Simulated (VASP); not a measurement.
# BeB (P-6m2) in VASP: single point with PBE

Aim: the single point of BeB with PBE.

All numbers are computed with VASP 6.6.1; they aren't measurements. Logs are shortened: lines on timing, memory, paths and dates and some standing lists are left out, and cuts for length are marked.

## (1) The cell of the first run

Symmetry: P-6m2, No. 187, hexagonal system. Conventional cell: a = 3.118 Å, b = 3.118 Å, c = 1.828 Å, α = 90.00°, β = 90.00°, γ = 120.00°. Within 2.4 Å of Be (site symmetry -6m2) lie 2 Be at 1.83 Å and 6 B at 2.02 Å. Within 2.4 Å of B (site symmetry -6m2) lie 2 B at 1.83 Å and 6 Be at 2.02 Å.

## (2) Single point, PBE

Contents of POSCAR:

```
BeB
1.0
    3.1184420667      0.0000000000      0.0000000000
   -1.5592210334      2.7006500500      0.0000000000
    0.0000000000      0.0000000000      1.8277938854
Be B
1 1
Direct
    0.3333333333      0.6666666667      0.5000000000
    0.6666666667      0.3333333333      0.0000000000
```

Contents of INCAR.step1:

```
  PREC = Accurate
  ENCUT = 520
  EDIFF = 1E-7
  ISMEAR = 0
  SIGMA = 0.1
  LREAL = F
  LASPH = T
  NELM = 80
  ALGO = Normal
  ISIF = 2
  LWAVE = F
  LCHARG = T
  GGA = PE
  NBANDS = 10
```

Contents of KPOINTS.step1:

```
Automatic mesh
0
Gamma
  24 24 30
```

Contents of INCAR.step2:

```
  PREC = Accurate
  ENCUT = 520
  EDIFF = 1E-7
  ISMEAR = -5
  SIGMA = 0.1
  LREAL = F
  LASPH = T
  NELM = 80
  ALGO = Normal
  ISIF = 2
  LWAVE = F
  LCHARG = F
  GGA = PE
  LORBIT = 11
  NEDOS = 1001
  ICHARG = 11
```

Contents of KPOINTS.step2:

```
Automatic mesh
0
Gamma
  36 36 45
```

Potentials or basis: VASP PAW PBE potentials, release 64 (Be, B).

Launch:

```console
> cat potpaw_PBE.64/Be/POTCAR potpaw_PBE.64/B/POTCAR > POTCAR
> cp INCAR.step1 INCAR
> cp KPOINTS.step1 KPOINTS
> mpirun -np 1 vasp_std > vasp.out
> cp INCAR.step2 INCAR
> cp KPOINTS.step2 KPOINTS
> mpirun -np 1 vasp_std > vasp.out
```

OUTCAR:

```text
PREC = Accurate
   ENCUT = 520
   EDIFF = 1E-7
   ISMEAR = -5
   LREAL = F
   LASPH = T
   NELM = 80
   ISIF = 2
   GGA = PE
   LORBIT = 11
   ICHARG = 11

 ion  position               nearest neighbor table
   1  0.333  0.667  0.500-   2 2.02   2 2.02   2 2.02   2 2.02   2 2.02   2 2.02
   2  0.667  0.333  0.000-   1 2.02   1 2.02   1 2.02   1 2.02   1 2.02   1 2.02

  LATTYP: Found a hexagonal cell.
 ALAT       =     3.1184420667
 C/A-ratio  =     0.5861240473

  Lattice vectors:

 A1 = (   3.1184420667,   0.0000000000,   0.0000000000)
 A2 = (  -1.5592210334,   2.7006500500,   0.0000000000)
 A3 = (   0.0000000000,   0.0000000000,   1.8277938854)

Analysis of symmetry for initial positions (statically):
=====================================================================
 Subroutine PRICEL returns:
 Original cell was already a primitive cell.

 Routine SETGRP: Setting up the symmetry group for a
 hexagonal supercell.

 Subroutine GETGRP returns: Found 12 space group operations
 (whereof 12 operations were pure point group operations)
 out of a pool of 24 trial point group operations.

The static configuration has the point symmetry D_3h.

Analysis of symmetry for dynamics (positions and initial velocities):
=====================================================================
 Subroutine PRICEL returns:
 Original cell was already a primitive cell.

 Routine SETGRP: Setting up the symmetry group for a
 hexagonal supercell.

 Subroutine GETGRP returns: Found 12 space group operations
 (whereof 12 operations were pure point group operations)
 out of a pool of 24 trial point group operations.

The dynamic configuration has the point symmetry D_3h.

 Subroutine INISYM returns: Found 12 space group operations
 (whereof 12 operations are pure point group operations),
 and found     1 'primitive' translations

----------------------------------------------------------------------------------------

                                     Primitive cell

  volume of cell :      15.3934

  direct lattice vectors                    reciprocal lattice vectors
     3.118442067  0.000000000  0.000000000     0.320672945  0.185140611  0.000000000
    -1.559221033  2.700650050  0.000000000     0.000000000  0.370281222  0.000000000
     0.000000000  0.000000000  1.827793885     0.000000000  0.000000000  0.547107641

  length of vectors
     3.118442067  3.118442067  1.827793885     0.370281222  0.370281222  0.547107641

  position of ions in fractional coordinates (direct lattice)
     0.333333333  0.666666667  0.500000000
     0.666666667  0.333333333  0.000000000

  ion indices of the primitive-cell ions
   primitive index   ion index
                 1           1
                 2           2

----------------------------------------------------------------------------------------

 KPOINTS: Automatic mesh

Automatic generation of k-mesh.
 Grid dimensions read from file:
 generate k-points for:   36   36   45

 Generating k-lattice:

  Cartesian coordinates                     Fractional coordinates (reciprocal lattice)
     0.008907582  0.005142795  0.000000000     0.027777778 -0.000000000  0.000000000
     0.000000000  0.010285589  0.000000000     0.000000000  0.027777778  0.000000000
     0.000000000  0.000000000  0.012157948     0.000000000  0.000000000  0.022222222

  Length of vectors
     0.010285589  0.010285589  0.012157948

  Shift w.r.t. Gamma in fractional coordinates (k-lattice)
     0.000000000  0.000000000  0.000000000

 TETIRR: Found  58326 inequivalent tetrahedra from   349920

 Subroutine IBZKPT returns following result:
 ===========================================

 Found   2921 irreducible k-points:

 Following reciprocal coordinates:
            Coordinates               Weight
  0.000000  0.000000  0.000000      1.000000
  0.027778 -0.000000  0.000000      6.000000
  0.055556 -0.000000  0.000000      6.000000
  0.083333  0.000000  0.000000      6.000000
  0.111111 -0.000000  0.000000      6.000000
  0.138889  0.000000  0.000000      6.000000
[... 16 lines left out ...]
  0.111111  0.027778  0.000000     12.000000
  0.138889  0.027778  0.000000     12.000000
 [... further k-points ...]
   k-points           NKPTS =   2921   k-points in BZ     NKDIM =   2921   number of bands    NBANDS=      6
   number of dos      NEDOS =   1001   number of ions     NIONS =      2
   total plane-waves  NPLWV =   8064
   dimension x,y,z NGX =    24 NGY =   24 NGZ =   14
   dimension x,y,z NGXF=    48 NGYF=   48 NGZF=   28
   ions per type =               1   1
   NGX,Y,Z   is equivalent  to a cutoff of  12.79, 12.79, 12.73 a.u.
   NGXF,Y,Z  is equivalent  to a cutoff of  25.59, 25.59, 25.47 a.u.
 SYSTEM =  unknown system
   PREC   = accura    normal or accurate (medium, high low for compatibility)
   ISTART =      0    job   : 0-new  1-cont  2-samecut
   ICHARG =     11    charge: 1-file 2-atom 10-const
   ISPIN  =      1    spin polarized calculation?
   LNONCOLLINEAR =      F non collinear calculations
   LSORBIT =      F    spin-orbit coupling
   LASPH  =      T    aspherical Exc in radial PAW
   ENCUT  =  520.0 eV  38.22 Ry    6.18 a.u.   5.80  5.80  3.40*2*pi/ulx,y,z
   NELM   =     80;   NELMIN=  2; NELMDL=  0     # of ELM steps
   EDIFF  = 0.1E-06   stopping-criterion for ELM
   LREAL  =      F    real-space projection
   EDIFFG = 0.1E-05   stopping-criterion for IOM
   NSW    =      0    number of steps for IOM
   IBRION =     -1    ionic relax: 0-MD 1-quasi-New 2-CG
   NFREE  =      0    steps in history (QN), initial steepest desc. (CG)
   ISIF   =      2    stress and relaxation
   ISYM   =      2    0-nonsym 1-usesym 2-fastsym
   POTIM  = 0.5000    time-step for ionic-motion
   TEBEG  =    0.0;   TEEND  =   0.0 temperature during run
   PSTRESS=    0.0 pullay stress
   NELECT =       5.0000    total number of electrons
   NUPDOWN=      -1.0000    fix difference up-down
   EMIN   =  10.00;   EMAX   =-10.00  energy-range for DOS
   EFERMI =   0.00;   METHOD = LEGACY
   ISMEAR =    -5;   SIGMA  =   0.10  broadening in eV -4-tet -1-fermi 0-gaus
   EFERMI_NEDOS =   21; number of points for ismear=-14 and -15
   IALGO  =     38    algorithm
   IMIX   =      4    mixing-type and parameters
     AMIX     =   0.40;   BMIX     =  1.00
     AMIX_MAG =   1.60;   BMIX_MAG =  1.00
  volume/ion in A,a.u.               =       7.70        51.94
  Fermi-wavevector in a.u.,A,eV,Ry     =   1.125349  2.126601 17.230548  1.266410
  Thomas-Fermi vector in A             =   2.262025
   LORBIT       =     11    0 simple, 1 ext, 2 COOP (PROOUT), +10 PAW based schemes
   GGA     = PE    functional components
   LHFCALC =     F    Hartree Fock is set to
   AEXX    =    0.0000 exact exchange contribution
   IVDW    =     0    specifies the selected vdW correction
   LEPSILON=     F    determine dielectric tensor
   LRPA    =     F    only Hartree local field effects (RPA)
 non-spin polarized calculation
 Fermi weights with tetrahedron method with Bloechl corrections
  energy-cutoff  :      520.00
  volume of cell :       15.39
 maximum number of plane-waves:       430
 NGX is ok and might be reduce to    24

 number of electron       5.0000000 magnetization

 Free energy of the ion-electron system (eV)
  ---------------------------------------------------
  ext. energy  EPLUGINS =         0.00000000
  ---------------------------------------------------
  free energy    TOTEN  =       -10.12805055 eV

  energy without entropy =      -10.12805055  energy(sigma->0) =      -10.12805055

 E-fermi :   5.4711     XC(G=0): -10.9950

 val. band max:        5.4851073046   @ k =   0.0278  -0.0000   0.1111
 cond. band min:       5.4683276127   @ k =   0.1667   0.1667   0.2667
 fundamental gap:     -0.0167796919
 Fermi energy:         5.4711007114

 k-point     1 :       0.0000    0.0000    0.0000
  band No.  band energies     occupation
      1      -7.1169      2.00000
      2       5.0442      2.00000
      3       5.0442      2.00000
      4      11.8208      0.00000
      5      11.8208      0.00000
      6      13.1892      0.00000

 k-point     2 :       0.0278   -0.0000    0.0000
  band No.  band energies     occupation
      1      -7.1057      2.00000
      2       4.9776      2.00000
      3       5.0146      2.00000
      4      11.8087      0.00000
      5      11.8782      0.00000
      6      13.2479      0.00000

 k-point     3 :       0.0556   -0.0000    0.0000
  band No.  band energies     occupation
      1      -7.0720      2.00000
      2       4.7849      2.00000
      3       4.9292      2.00000
      4      11.7686      0.00000
      5      12.0471      0.00000
      6      13.4229      0.00000

 k-point     4 :       0.0833    0.0000    0.0000
  band No.  band energies     occupation
      1      -7.0159      2.00000
      2       4.4852      2.00000
      3       4.7965      2.00000
      4      11.6966      0.00000
      5      12.3185      0.00000
      6      13.7062      0.00000

 k-point     5 :       0.1111   -0.0000    0.0000
  band No.  band energies     occupation
      1      -6.9377      2.00000
      2       4.1022      2.00000
      3       4.6283      2.00000
      4      11.5950      0.00000
      5      12.6803      0.00000
      6      14.0811      0.00000
[... 136 lines left out ...]
 k-point    21 :       0.0556    0.0278    0.0000
  band No.  band energies     occupation
      1      -7.0383      2.00000
      2       4.6079      2.00000
      3       4.8418      2.00000
      4      11.7542      0.00000
      5      12.1766      0.00000
      6      13.6015      0.00000

 k-point    22 :       0.0833    0.0278    0.0000
  band No.  band energies     occupation
      1      -6.9712      2.00000
      2       4.2719      2.00000
      3       4.6858      2.00000
      4      11.6838      0.00000
      5      12.4647      0.00000
      6      13.9431      0.00000

 k-point    23 :       0.1111    0.0278    0.0000
  band No.  band energies     occupation
      1      -6.8819      2.00000
      2       3.8641      2.00000
      3       4.5002      2.00000
      4      11.5828      0.00000
      5      12.8387      0.00000
      6      14.3699      0.00000

 k-point    24 :       0.1389    0.0278    0.0000
  band No.  band energies     occupation
      1      -6.7709      2.00000
      2       3.4053      2.00000
      3       4.2971      2.00000
      4      11.4604      0.00000
      5      13.2878      0.00000
      6      14.8599      0.00000

 [... further k-points ...]

------------------------ aborting loop because EDIFF is reached ----------------------------------------

  FORCE on cell =-STRESS in cart. coord.  units (eV):
  Direction    XX          YY          ZZ          XY          YZ          ZX
  --------------------------------------------------------------------------------------
  -------------------------------------------------------------------------------------
  Total        0.0217563      0.0217563     -0.0018528     -0.0000000      0.0000000      0.0000000
  in kB        2.2644438      2.2644438     -0.1928460     -0.0000000      0.0000000      0.0000000
  external PRESSURE =       1.4453472 kB  Pullay stress =       0.0000000 kB

 VOLUME and BASIS-vectors are now :
 -----------------------------------------------------------------------------
  energy-cutoff  :      520.00
  volume of cell :       15.39
      direct lattice vectors                 reciprocal lattice vectors
     3.118442067  0.000000000  0.000000000     0.320672945  0.185140611  0.000000000
    -1.559221033  2.700650050  0.000000000     0.000000000  0.370281222  0.000000000
     0.000000000  0.000000000  1.827793885     0.000000000  0.000000000  0.547107641

 POSITION                                       TOTAL-FORCE (eV/Angst)
 -----------------------------------------------------------------------------------
     -0.00000      1.80043      0.91390         0.000000     -0.000000      0.000000
      1.55922      0.90022      0.00000        -0.000000      0.000000      0.000000
 -----------------------------------------------------------------------------------
    total drift:                               -0.000031      0.000018      0.000000

  FREE ENERGIE OF THE ION-ELECTRON SYSTEM (eV)
  ---------------------------------------------------
  free  energy   TOTEN  =       -10.1280505548 eV

  energy  without entropy=      -10.1280505548  energy(sigma->0) =      -10.12805055

 total charge

# of ion       s       p       d       tot
------------------------------------------
    1        0.484   0.946   0.000   1.431
    2        0.650   1.197   0.000   1.847
--------------------------------------------------
tot          1.134   2.143   0.000   3.278
```

Run time: 3.5 min. Hardware: 1 thread of Intel Xeon 8259CL, shared host; peak memory 0.48 GiB.

Results:

- Valence electrons inside the program's atomic spheres: Be 1.43; B 1.85

Levels at points of the mesh, in eV from the Fermi level:
| k point | band 1 | band 2 | band 3 | band 4 | band 5 | band 6 |
| --- | --- | --- | --- | --- | --- | --- |
| (0.00, 0.00, 0.00) | -12.59 | -0.43 | -0.43 | 6.35 | 6.35 | 7.72 |
| (0.50, 0.00, 0.00) | -9.94 | -7.20 | -2.78 | 4.81 | 15.20 | 15.94 |
